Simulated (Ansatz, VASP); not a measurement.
## Cu in VASP and in Ansatz

Contents of INCAR:

```
PREC = Accurate
ENCUT = 520
EDIFF = 1E-6
ISMEAR = 0
SIGMA = 0.1
LREAL = F
LASPH = T
NELM = 80
ALGO = Fast
ISIF = 2
LWAVE = F
LCHARG = F
GGA = PS
NBANDS = 12
```

The input KPOINTS:

```
Automatic mesh
0
Gamma
  20 20 20
```

The input POSCAR:

```
Cu
1.0
    0.0000000000      1.7816860418      1.7816860418
    1.7816860418      0.0000000000      1.7816860418
    1.7816860418      1.7816860418      0.0000000000
Cu
1
Direct
    0.0000000000      0.0000000000      0.0000000000
```

Input for Ansatz:

```yaml
crystal:
  lattice:
    - [0.0, 1.7816860418, 1.7816860418]
    - [1.7816860418, 0.0, 1.7816860418]
    - [1.7816860418, 1.7816860418, 0.0]
  atoms:
    - { symbol: Cu, position: [0.0, 0.0, 0.0] }
basis:
  ecutwfc: 420
kpoints:
  mp_grid: { grid: [20, 20, 20] }
  band_path:
    path:
      - [[0.0, 0.0, 0.0], [0.5, 0.0, 0.5], [0.625, 0.25, 0.625]]
      - [[0.375, 0.375, 0.75], [0.0, 0.0, 0.0], [0.5, 0.5, 0.5], [0.5, 0.25, 0.75], [0.5, 0.0, 0.5]]
    npoints: 14
hamiltonian:
  xc: pbesol
scf:
  occupations: { method: gaussian, width: 0.1 }
  n_extra_bands: 6
output:
  forces: true
  stress: true
  eigenvalues: true
  populations: true
  dos: { projected: true, de: 0.02, nscf_kmesh: { grid: [30, 30, 30] } }
  bader: true
  write_density: true
  write_potential: true
  elf: true
  volumetric_format: npy
```

Alike in both runs: task single point; functional PBEsol; k mesh 20 × 20 × 20; occupations gaussian, width 0.1 eV; no spin polarisation.

|  | VASP | Ansatz |
| --- | --- | --- |
| version | VASP 6.6.1 | Ansatz 0.2.0 |
| potentials or method | VASP PAW PBE potentials, release 64 (Cu), cutoff 520 eV | scalar-relativistic, plane waves, PAW |
| valence electrons in the cell | 11 | 19 |

Ansatz gave:

| Quantity | Value |
| --- | --- |
| gap on the k mesh at the Fermi level (eV) | none |
| pressure (GPa) | 0.0 |

Question: Estimate VASP's values.

Answer: gap on the k mesh at the Fermi level (eV): none; pressure (GPa): 0.7.

VASP's potentials were made for PBE, not for PBEsol. A gap of «none» marks a metal or a gap that the smearing closes. With one functional, cell and mesh, what is left measures potentials, basis and numerics. VASP's potentials hold 11 valence electrons a cell and Ansatz's 19, so a difference there can come from the potentials and not from the codes.
